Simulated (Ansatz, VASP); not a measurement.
## One calculation of Al5Rh, two programs

```
Al Rh
1.0
     4.15826    0.00000    0.00000
    -2.07913    3.60116    0.00000
     0.00000    0.00000    6.82187
Al Rh
5 1
Direct
  0.00000 0.00000 0.19415
  0.00000 0.00000 0.80585
  0.50000 0.00000 0.00000
  0.00000 0.50000 0.00000
  0.50000 0.50000 0.00000
  0.00000 0.00000 0.50000
```

Alike in both runs: task single point; functional PBE; k mesh 6 × 6 × 4; occupations gaussian, width 0.1 eV; no spin polarisation.

|  | VASP | Ansatz |
| --- | --- | --- |
| version | VASP 6.6.1 | Ansatz 0.2.0 |
| potentials or method | VASP PAW PBE potentials, release 64 (Al, Rh_pv), cutoff 520 eV | scalar-relativistic, plane waves, PAW |
| valence electrons in the cell | 30 | 32 |

VASP gave:

- gap on the k mesh at the Fermi level (eV): none
- rms of the force components (eV/Å): 0.127

Q: What did Ansatz give for the same quantities?

A: gap on the k mesh at the Fermi level (eV): none; rms of the force components (eV/Å): 0.132.

Atom by atom the forces differ by 0.005 eV/Å (rms over components). A gap of «none» marks a metal or a gap that the smearing closes. VASP's potentials hold 30 valence electrons a cell and Ansatz's 32, so a difference there can come from the potentials and not from the codes.
